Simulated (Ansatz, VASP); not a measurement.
**AgCl in VASP and in Ansatz**

```
Ag Cl
1.0
     0.00000    2.77315    2.77315
     2.77315    0.00000    2.77315
     2.77315    2.77315    0.00000
Ag Cl
1 1
Direct
  0.50000 0.50000 0.50000
  0.00000 0.00000 0.01912
```

Change from the starting cell: all Cl atoms moved +0.075 Å, as atom 2 along Cartesian [1 1 0].

Alike in both runs: task single point; functional PBE; k mesh 8 × 8 × 8; occupations gaussian, width 0.05 eV; no spin polarisation.

|  | VASP | Ansatz |
| --- | --- | --- |
| version | VASP 6.6.1 | Ansatz 0.2.0 |
| potentials or method | VASP PAW PBE potentials, release 64 (Ag, Cl), cutoff 520 eV | scalar-relativistic, plane waves, PAW |
| valence electrons in the cell | 18 | 26 |

|  | VASP | Ansatz | Ansatz less VASP |
| --- | --- | --- | --- |
| gap on the k mesh at the Fermi level (eV) | 0.91 | 0.91 | +0.003 |
| least direct gap on the mesh (eV) | 3.02 | 3.03 | +0.001 |
| pressure (GPa) | 1.6 | 1.7 | +0.14 |
| traceless stress, the component that is largest in VASP (GPa) | -0.09 | -0.09 | 0.000 |
| rms of the force components (eV/Å) | 0.049 | 0.050 | +0.0008 |

Atom by atom the forces differ by 0.001 eV/Å (rms over components). The functional is the same, so the differences come from potentials, cutoffs and numerics. VASP's potentials hold 18 valence electrons a cell and Ansatz's 26, so a difference there can come from the potentials and not from the codes.
